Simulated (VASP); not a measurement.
**Ir: single point with PBEsol**

The system is Ir.

```
Ir
1.0
     0.00000    1.91540    1.91540
     1.91540    0.00000    1.91540
     1.91540    1.91540    0.00000
Ir
1
Cartesian
  0.0000 0.0000 0.0000
```

```json
{
 "Program": "VASP 6.6.1",
 "Task": "single point",
 "Functional": "PBEsol",
 "Potentials or basis": "VASP PAW PBE potentials, release 64 (Ir_sv_GW)",
 "Cutoff": "560 eV",
 "k mesh": "20 × 20 × 20",
 "Occupations": "fermi-dirac, width 0.1 eV",
 "Spin": "no spin polarisation"
}
```

| Quantity | Value |
| --- | --- |
| Pressure | -1.9 GPa |
| Band gap on the k mesh | zero (an odd number of electrons rules out a gap without spin polarisation) |

Levels at points of the mesh, in eV from the Fermi level:
| k point | band 5 | band 6 | band 7 | band 8 | band 9 | band 10 | band 11 | band 12 |
| --- | --- | --- | --- | --- | --- | --- | --- | --- |
| (0.00, 0.00, 0.00) | -11.21 | -3.90 | -3.90 | -3.90 | -1.16 | -1.16 | 13.61 | 19.15 |
| (0.50, 0.00, 0.00) | -8.16 | -4.00 | -4.00 | -0.78 | 0.96 | 0.96 | 7.35 | 13.26 |
| (0.50, 0.50, 0.00) | -7.97 | -7.39 | 0.94 | 1.54 | 1.54 | 1.68 | 10.62 | 11.51 |

Wall time 18 s on 1 thread of Intel(R) Xeon(R) 6975P-C (Granite Rapids), on a shared host, peak memory 0.19 GiB.

Caveat: the PAW data sets were made with another functional, which shifts forces and pressure a little; spin-orbit coupling is left out, which moves the levels of the heavy elements.
